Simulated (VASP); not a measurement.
Li2O:

```xyz
3
Lattice="0.0000 2.3050 2.3050 2.3050 0.0000 2.3050 2.3050 2.3050 0.0000" Properties=species:S:1:pos:R:3 pbc="T T T"
Li    1.1525    1.1525    1.1525
Li    3.4575    3.4575    3.4575
O     0.0000    0.0000    0.0000
```

| Property | Result |
| --- | --- |
| Program | VASP 6.6.1 |
| Task | relaxation of cell and atoms |
| Functional | PBE |
| Dispersion | D3(BJ) |
| Potentials or basis | VASP PAW PBE potentials, release 64 (Li_sv, O) |
| Cutoff | 750 eV |
| k mesh | 6 × 6 × 6 |
| Occupations | gaussian, width 0.01 eV |
| Spin | no spin polarisation |

At the start: pressure -4.8 GPa; volume 8.16 Å³/atom.

**Question.** How do energy, volume and symmetry change on relaxing?

**Answer.** Over 3 steps the energy falls by 7.2 meV/atom and the volume is 7.71 Å³/atom (-5.5 %); space group Fm-3m (No. 225, to 0.1 Å) before and after.

The path:
| step | energy change (eV) | largest force (eV/Å) | pressure (GPa) | volume (Å³) |
| --- | --- | --- | --- | --- |
| 1 | 0.0000 | 0.0000 | -4.84 | 24.49 |
| 2 | -0.0185 | 0.0000 | -1.94 | 23.63 |
| 3 | -0.0216 | 0.0000 | -0.05 | 23.14 |

Final structure:
```
CELL_PARAMETERS angstrom
0.00000 2.26176 2.26176
2.26176 0.00000 2.26176
2.26176 2.26176 0.00000
ATOMIC_POSITIONS crystal
Li 0.25000 0.25000 0.25000
Li 0.75000 0.75000 0.75000
O 0.00000 0.00000 0.00000
```
